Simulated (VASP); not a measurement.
# Ta (P6_3/mmc) in VASP: a series of runs, part 2 of 3

VASP 6.6.1. Earlier steps stand in the parts before.

## 3. Single point, PBE

This run uses another cell than the first one, of 22.30 Å³/atom.

Contents of INCAR:

```
  PREC = Accurate
  ENCUT = 520
  EDIFF = 1E-6
  ISMEAR = 0
  SIGMA = 0.1
  LREAL = False
  LASPH = True
  NELM = 100
  ALGO = Normal
  ISIF = 2
  LWAVE = False
  LCHARG = True
  GGA = PE
  LELF = True
  LVHAR = True
  NBANDS = 30
```

Contents of KPOINTS:

```
Automatic mesh
0
Gamma
  6 6 2
```

Contents of POSCAR:

```
Ta
1.0
    4.6330780806      0.0000000000      0.0000000000
   -2.3165390403      4.0123633155      0.0000000000
    0.0000000000      0.0000000000      4.7982132994
Ta
4
Direct
    0.0000000000      0.0000000000      0.2500000000
    0.0000000000      0.0000000000      0.7500000000
    0.3333333333      0.6666666667      0.7500000000
    0.6666666667      0.3333333333      0.2500000000
```

Potentials or basis: VASP PAW PBE potentials, release 64 (Ta_pv).

Command:

```sh
> cat potpaw_PBE.64/Ta_pv/POTCAR > POTCAR
> mpirun -np 1 vasp_std > vasp.out
```

OUTCAR:

```text
PREC = Accurate
   ENCUT = 520
   EDIFF = 1E-6
   ISMEAR = 0
   LREAL = False
   LASPH = True
   NELM = 100
   ISIF = 2
   GGA = PE

 ion  position               nearest neighbor table
   1  0.000  0.000  0.250-   2 2.40   2 2.40   4 2.67   4 2.67   4 2.67   3 3.59   3 3.59   3 3.59
                             3 3.59   3 3.59   3 3.59
   2  0.000  0.000  0.750-   1 2.40   1 2.40   3 2.67   3 2.67   3 2.67   4 3.59   4 3.59   4 3.59
                             4 3.59   4 3.59   4 3.59
   3  0.333  0.667  0.750-   2 2.67   2 2.67   2 2.67   4 3.59   4 3.59   1 3.59   1 3.59   4 3.59
                             4 3.59   1 3.59   1 3.59   1 3.59   1 3.59   4 3.59   4 3.59
   4  0.667  0.333  0.250-   1 2.67   1 2.67   1 2.67   3 3.59   3 3.59   2 3.59   2 3.59   3 3.59
                             3 3.59   2 3.59   2 3.59   2 3.59   2 3.59   3 3.59   3 3.59

  LATTYP: Found a hexagonal cell.
 ALAT       =     4.6330780806
 C/A-ratio  =     1.0356426583

  Lattice vectors:

 A1 = (   4.6330780806,   0.0000000000,   0.0000000000)
 A2 = (  -2.3165390403,   4.0123633155,   0.0000000000)
 A3 = (   0.0000000000,   0.0000000000,   4.7982132994)

Analysis of symmetry for initial positions (statically):
=====================================================================
 Subroutine PRICEL returns:
 Original cell was already a primitive cell.

 Routine SETGRP: Setting up the symmetry group for a
 hexagonal supercell.

 Subroutine GETGRP returns: Found 24 space group operations
 (whereof 12 operations were pure point group operations)
 out of a pool of 24 trial point group operations.

The static configuration has the point symmetry D_3d.
 The point group associated with its full space group is D_6h.

Analysis of symmetry for dynamics (positions and initial velocities):
=====================================================================
 Subroutine PRICEL returns:
 Original cell was already a primitive cell.

 Routine SETGRP: Setting up the symmetry group for a
 hexagonal supercell.

 Subroutine GETGRP returns: Found 24 space group operations
 (whereof 12 operations were pure point group operations)
 out of a pool of 24 trial point group operations.

The dynamic configuration has the point symmetry D_3d.
 The point group associated with its full space group is D_6h.

 Subroutine INISYM returns: Found 24 space group operations
 (whereof 12 operations are pure point group operations),
 and found     1 'primitive' translations

----------------------------------------------------------------------------------------

                                     Primitive cell

  volume of cell :      89.1968

  direct lattice vectors                    reciprocal lattice vectors
     4.633078081  0.000000000  0.000000000     0.215839229  0.124614837  0.000000000
    -2.316539040  4.012363316  0.000000000     0.000000000  0.249229674  0.000000000
     0.000000000  0.000000000  4.798213299     0.000000000  0.000000000  0.208410910

  length of vectors
     4.633078081  4.633078081  4.798213299     0.249229674  0.249229674  0.208410910

  position of ions in fractional coordinates (direct lattice)
     0.000000000  0.000000000  0.250000000
     0.000000000  0.000000000  0.750000000
     0.333333333  0.666666667  0.750000000
     0.666666667  0.333333333  0.250000000

  ion indices of the primitive-cell ions
   primitive index   ion index
[... 38 lines left out ...]
  0.333333  0.166667  0.000000     12.000000
  0.333333  0.333333  0.000000      2.000000
  0.000000  0.000000  0.500000      1.000000
  0.166667  0.000000  0.500000      6.000000
  0.333333  0.000000  0.500000      6.000000
  0.500000  0.000000  0.500000      3.000000
  0.166667  0.166667  0.500000      6.000000
  0.333333  0.166667  0.500000     12.000000
  0.333333  0.333333  0.500000      2.000000
   k-points           NKPTS =     14   k-points in BZ     NKDIM =     14   number of bands    NBANDS=     30
   number of dos      NEDOS =    301   number of ions     NIONS =      4
   total plane-waves  NPLWV =  46656
   dimension x,y,z NGX =    36 NGY =   36 NGZ =   36
   dimension x,y,z NGXF=    72 NGYF=   72 NGZF=   72
   ions per type =               4
   NGX,Y,Z   is equivalent  to a cutoff of  12.92, 12.92, 12.47 a.u.
   NGXF,Y,Z  is equivalent  to a cutoff of  25.84, 25.84, 24.95 a.u.
 SYSTEM =  unknown system
   PREC   = accura    normal or accurate (medium, high low for compatibility)
   ISTART =      0    job   : 0-new  1-cont  2-samecut
   ICHARG =      2    charge: 1-file 2-atom 10-const
   ISPIN  =      1    spin polarized calculation?
   LNONCOLLINEAR =      F non collinear calculations
   LSORBIT =      F    spin-orbit coupling
   LASPH  =      T    aspherical Exc in radial PAW
   ENCUT  =  520.0 eV  38.22 Ry    6.18 a.u.   8.61  8.61  8.92*2*pi/ulx,y,z
   NELM   =    100;   NELMIN=  2; NELMDL= -5     # of ELM steps
   EDIFF  = 0.1E-05   stopping-criterion for ELM
   LREAL  =      F    real-space projection
   EDIFFG = 0.1E-04   stopping-criterion for IOM
   NSW    =      0    number of steps for IOM
   IBRION =     -1    ionic relax: 0-MD 1-quasi-New 2-CG
   NFREE  =      0    steps in history (QN), initial steepest desc. (CG)
   ISIF   =      2    stress and relaxation
   ISYM   =      2    0-nonsym 1-usesym 2-fastsym
   POTIM  = 0.5000    time-step for ionic-motion
   TEBEG  =    0.0;   TEEND  =   0.0 temperature during run
   PSTRESS=    0.0 pullay stress
   NELECT =      44.0000    total number of electrons
   NUPDOWN=      -1.0000    fix difference up-down
   EMIN   =  10.00;   EMAX   =-10.00  energy-range for DOS
   EFERMI =   0.00;   METHOD = LEGACY
   ISMEAR =     0;   SIGMA  =   0.10  broadening in eV -4-tet -1-fermi 0-gaus
   EFERMI_NEDOS =   21; number of points for ismear=-14 and -15
   IALGO  =     38    algorithm
   IMIX   =      4    mixing-type and parameters
     AMIX     =   0.40;   BMIX     =  1.00
     AMIX_MAG =   1.60;   BMIX_MAG =  1.00
  volume/ion in A,a.u.               =      22.30       150.48
  Fermi-wavevector in a.u.,A,eV,Ry     =   1.293528  2.444414 22.765477  1.673215
  Thomas-Fermi vector in A             =   2.425168
   LORBIT       =      0    0 simple, 1 ext, 2 COOP (PROOUT), +10 PAW based schemes
   GGA     = PE    functional components
   LHFCALC =     F    Hartree Fock is set to
   AEXX    =    0.0000 exact exchange contribution
   IVDW    =     0    specifies the selected vdW correction
   LEPSILON=     F    determine dielectric tensor
   LRPA    =     F    only Hartree local field effects (RPA)
 non-spin polarized calculation
 Gauss-broadening in eV      SIGMA  =   0.10
  energy-cutoff  :      520.00
  volume of cell :       89.20
 maximum number of plane-waves:      2435
 NGX is ok and might be reduce to    36
   NGX = 17   NGY = 17   NGZ = 17

 number of electron      44.0000000 magnetization

 Free energy of the ion-electron system (eV)
  ---------------------------------------------------
  ext. energy  EPLUGINS =         0.00000000
  ---------------------------------------------------
  free energy    TOTEN  =       -40.40513723 eV

  energy without entropy =      -40.37885052  energy(sigma->0) =      -40.39199387

 E-fermi :   3.9914     XC(G=0): -11.3323

 val. band max:        3.9387496608   @ k =   0.3333   0.0000   0.0000
 cond. band min:       4.0162054460   @ k =   0.5000   0.0000   0.0000
 fundamental gap:      0.0774557852
 Fermi energy:         3.9913642004

 k-point     1 :       0.0000    0.0000    0.0000
  band No.  band energies     occupation
      1     -31.9757      2.00000
      2     -30.8100      2.00000
      3     -30.7496      2.00000
      4     -30.7186      2.00000
      5     -30.7186      2.00000
      6     -30.6444      2.00000
[... 451 lines left out ...]
     29       7.5749      0.00000
     30       7.6852      0.00000

------------------------ aborting loop because EDIFF is reached ----------------------------------------

  FORCE on cell =-STRESS in cart. coord.  units (eV):
  Direction    XX          YY          ZZ          XY          YZ          ZX
  --------------------------------------------------------------------------------------
  -------------------------------------------------------------------------------------
  Total       -0.0472283     -0.0472283      0.3783798      0.0000000      0.0000000     -0.0000000
  in kB       -0.8483272     -0.8483272      6.7965594      0.0000000      0.0000000     -0.0000000
  external PRESSURE =       1.6999683 kB  Pullay stress =       0.0000000 kB

 VOLUME and BASIS-vectors are now :
 -----------------------------------------------------------------------------
  energy-cutoff  :      520.00
  volume of cell :       89.20
      direct lattice vectors                 reciprocal lattice vectors
     4.633078081  0.000000000  0.000000000     0.215839229  0.124614837  0.000000000
    -2.316539040  4.012363316  0.000000000     0.000000000  0.249229674  0.000000000
     0.000000000  0.000000000  4.798213299     0.000000000  0.000000000  0.208410910

 POSITION                                       TOTAL-FORCE (eV/Angst)
 -----------------------------------------------------------------------------------
      0.00000      0.00000      1.19955         0.000000     -0.000000     -0.000000
      0.00000      0.00000      3.59866        -0.000000     -0.000000     -0.000000
     -0.00000      2.67491      3.59866        -0.000000      0.000000      0.000000
      2.31654      1.33745      1.19955         0.000000     -0.000000      0.000000
 -----------------------------------------------------------------------------------
    total drift:                               -0.000000      0.000000     -0.000000

  FREE ENERGIE OF THE ION-ELECTRON SYSTEM (eV)
  ---------------------------------------------------
  free  energy   TOTEN  =       -40.4051372265 eV

  energy  without entropy=      -40.3788505205  energy(sigma->0) =      -40.39199387
```

OSZICAR:

```text
N       E                     dE             d eps       ncg     rms          rms(c)
DAV:   1     0.412982630561E+03    0.41298E+03   -0.24682E+04   840   0.147E+03
DAV:   2    -0.266008341609E+02   -0.43958E+03   -0.42926E+03   956   0.431E+02
DAV:   3    -0.425901755806E+02   -0.15989E+02   -0.15397E+02  1110   0.724E+01
DAV:   4    -0.429043019124E+02   -0.31413E+00   -0.31272E+00  1032   0.919E+00
DAV:   5    -0.429108268906E+02   -0.65250E-02   -0.65209E-02  1058   0.116E+00    0.244E+01
DAV:   6    -0.410956728706E+02    0.18152E+01   -0.11772E+01  1158   0.232E+01    0.138E+01
DAV:   7    -0.406087172440E+02    0.48696E+00   -0.40788E+00  1104   0.113E+01    0.728E+00
DAV:   8    -0.404053713547E+02    0.20335E+00   -0.96398E-01  1070   0.699E+00    0.661E-01
DAV:   9    -0.404050015955E+02    0.36976E-03   -0.46242E-02   966   0.160E+00    0.291E-01
DAV:  10    -0.404051477780E+02   -0.14618E-03   -0.16917E-03  1160   0.249E-01    0.834E-02
DAV:  11    -0.404051472367E+02    0.54130E-06   -0.31428E-04  1092   0.123E-01    0.406E-02
DAV:  12    -0.404051405056E+02    0.67311E-05   -0.87705E-05  1142   0.652E-02    0.120E-02
DAV:  13    -0.404051370767E+02    0.34289E-05   -0.13021E-05  1106   0.254E-02    0.146E-03
DAV:  14    -0.404051372265E+02   -0.14983E-06   -0.30228E-07   588   0.496E-03
   1 F= -.40405137E+02 E0= -.40391994E+02  d E =-.262867E-01
```

Wall time 16 s (1 thread of Intel Xeon 6975P-C (Granite Rapids), shared host); peak memory 0.2 GiB.

What came out:

```
Free energy            : -40.4051 eV
Pressure               : 0.2 GPa
Band gap on the k mesh : zero (bands 22 and 23 overlap by 0.46 eV)
```

Stress tensor (GPa, compression positive):
```
-0.08  0.00  0.00
 0.00 -0.08  0.00
 0.00  0.00  0.68
```

Caveat: the k points lie up to 0.65 Å⁻¹ apart; spin-orbit coupling is left out, which moves the levels of the heavy elements.

## 4. Single point, PBE

This run uses another cell than the first one, of 22.47 Å³/atom.

Contents of INCAR:

```
SYSTEM = Ta
ALGO = Fast
EDIFF = 1E-7
ENCUT = 520
GGA = PE
ISIF = 2
ISMEAR = 0
LASPH = .TRUE.
LCHARG = .FALSE.
LREAL = .FALSE.
LWAVE = .FALSE.
NBANDS = 30
NELM = 100
PREC = Accurate
SIGMA = 0.1
```

Contents of KPOINTS:

```
k-points
0
G
  6 6 4
  0 0 0
```

Contents of POSCAR:

```
Ta
1.0
    4.6270820887      0.0000000000      0.0000000000
   -2.3135410443      4.0071706342      0.0000000000
    0.0000000000      0.0000000000      4.8483752315
Ta
4
Direct
    0.0000000000      0.0000000000      0.2500000000
    0.0000000000      0.0000000000      0.7500000000
    0.3333333333      0.6666666667      0.7500000000
    0.6666666667      0.3333333333      0.2500000000
```

Command:

```sh
> cat potpaw_PBE.64/Ta_pv/POTCAR > POTCAR
> mpirun -np 1 vasp_std > vasp.out
```

Run time: 28 s. Hardware: 1 thread of Intel Xeon 6975P-C (Granite Rapids), shared host; peak memory 0.22 GiB.

It converged, with:

```yaml
Free_energy: -40.6845 eV
Pressure: 0.2 GPa
Band_gap_on_the_k_mesh: zero (bands 22 and 23 overlap by 0.56 eV)
```

Stress tensor (GPa, compression positive):
```
0.06 0.00 0.00
0.00 0.06 0.00
0.00 0.00 0.42
```

Levels at points of the mesh, in eV from the Fermi level:
| k point | band 19 | band 20 | band 21 | band 22 | band 23 | band 24 | band 25 | band 26 |
| --- | --- | --- | --- | --- | --- | --- | --- | --- |
| (0.00, 0.00, 0.00) | -0.74 | -0.18 | -0.18 | -0.17 | -0.17 | 1.14 | 1.14 | 1.30 |
| (0.50, 0.00, 0.00) | -1.25 | -0.88 | -0.83 | -0.37 | -0.15 | 0.02 | 2.15 | 2.28 |
| (0.00, 0.00, 0.50) | 0.17 | 0.17 | 0.34 | 0.34 | 0.34 | 0.34 | 1.90 | 1.90 |
| (0.50, 0.00, 0.50) | -1.58 | -1.58 | -0.77 | -0.77 | 0.36 | 0.36 | 1.82 | 1.82 |

Caveat: spin-orbit coupling is left out, which moves the levels of the heavy elements.

(Part 2 of 3 ends here.)

The gap in the log of VASP goes by the Fermi energy; the results here count the filled bands.